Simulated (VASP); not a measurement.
Here is a VASP 6.6.1 calculation.

The input POSCAR:

```
Cs
1.0
   -3.1348857123      3.1348857123      3.1348857123
    3.1348857123     -3.1348857123      3.1348857123
    3.1348857123      3.1348857123     -3.1348857123
Cs
1
Direct
    0.0000000000      0.0000000000      0.0000000000
```

INCAR.step1

```
  ALGO = Normal
  EDIFF = 1E-4
  ENCUT = 520
  GGA = PE
  ISMEAR = -1
  LASPH = True
  LCHARG = False
  LREAL = False
  LWAVE = True
  NBANDS = 10
  NELM = 100
  PREC = Accurate
  SIGMA = 0.1
```

Contents of INCAR.step2:

```
  ALGO = Normal
  EDIFF = 1E-6
  ENCUT = 520
  ISIF = 2
  ISMEAR = -1
  ISTART = 1
  LASPH = True
  LCHARG = True
  LELF = True
  LMIXTAU = True
  LREAL = False
  LVHAR = True
  LWAVE = False
  METAGGA = R2SCAN
  NBANDS = 10
  NELM = 100
  PREC = Accurate
  SIGMA = 0.1
```

Contents of KPOINTS:

```
k-points
0
Gamma
  5 5 5
```

Potentials or basis: VASP PAW PBE potentials, release 64 (Cs_sv).

Launch:

```console
$ cat potpaw_PBE.64/Cs_sv/POTCAR > POTCAR
$ cp INCAR.step1 INCAR
$ mpirun -np 1 vasp_std > vasp.out
$ cp INCAR.step2 INCAR
$ mpirun -np 1 vasp_std > vasp.out
```

Problem. Estimate the band gap on the k mesh.

Solution. Zero (an odd number of electrons rules out a gap without spin polarisation).

Problem. Estimate the pressure.

Solution. -0.1 GPa.

Caveat: the PAW data sets were made with another functional, which shifts forces and pressure a little; spin-orbit coupling is left out, which moves the levels of the heavy elements.
